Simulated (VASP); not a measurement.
Runs of VASP 6.6.1 on Be. The structure is that of space group Im-3m (No. 229), or close to it. The cells are those of the table. 

| task | level | cell | k mesh | cutoff (eV) | smearing | gap on the mesh (eV) | pressure (GPa) | relaxed volume (Å³/atom) |
| --- | --- | --- | --- | --- | --- | --- | --- | --- |
| single point | PBEsol | a = 2.230, b = 2.288, c = 2.288 Å, angles 110.5, 108.9, 110.1°, 1 atom | 20 × 20 × 20 | 520 | gaussian 0.1 eV | none | -12.7 | - |
| single point | PBEsol | a = 2.159 Å, angles 109.5°, 1 atom | 24 × 24 × 24 | 520 | gaussian 0.1 eV | none | 0.4 | - |
| single point | r2SCAN | a = 2.166 Å, angles 109.5°, 1 atom | 24 × 24 × 24 | 520 | gaussian 0.1 eV | none | 0.2 | - |
| single point | PBEsol | a = 2.156 Å, angles 109.5°, 1 atom | 24 × 24 × 24 | 520 | gaussian 0.1 eV | none | (c) | - |
| single point | PBEsol | a = 2.227 Å, angles 109.5°, 1 atom | 24 × 24 × 24 | 520 | gaussian 0.1 eV | none | -9.6 | - |
| single point | PBEsol | a = 2.212 Å, angles 109.5°, 1 atom | 24 × 24 × 24 | 520 | gaussian 0.1 eV | none | -7.8 | - |
| relaxation of cell and atoms | r2SCAN | relaxed from a = 2.170 Å, angles 109.5°, 1 atom | 24 × 24 × 24 | 600 | gaussian 0.1 eV | none | -0.1 | 7.83 |
| single point | PBEsol | a = 2.159 Å, angles 109.5°, 1 atom | 18 × 18 × 18 | 520 | gaussian 0.15 eV | none | 0.4 | - |
| single point | PBEsol | a = 2.213, b = 2.207, c = 2.210 Å, angles 109.5, 109.0, 110.4°, 1 atom | 20 × 20 × 20 | 520 | gaussian 0.1 eV | none | (a) | - |
| relaxation of cell and atoms | PBEsol | relaxed from a = 2.170 Å, angles 109.5°, 1 atom | 24 × 24 × 24 | 600 | gaussian 0.1 eV | none | 0.0 | (b) |

Alike in all rows: potentials or basis VASP PAW PBE potentials, release 64 (Be); no spin polarisation.

Question: Estimate the missing entries.

Answer: (a) -6.9; (b) 7.77; (c) 1.0.

Caveats: the PAW data sets were made with another functional, which shifts forces and pressure a little.

A gap of «none» marks levels without a gap at the run's occupations.
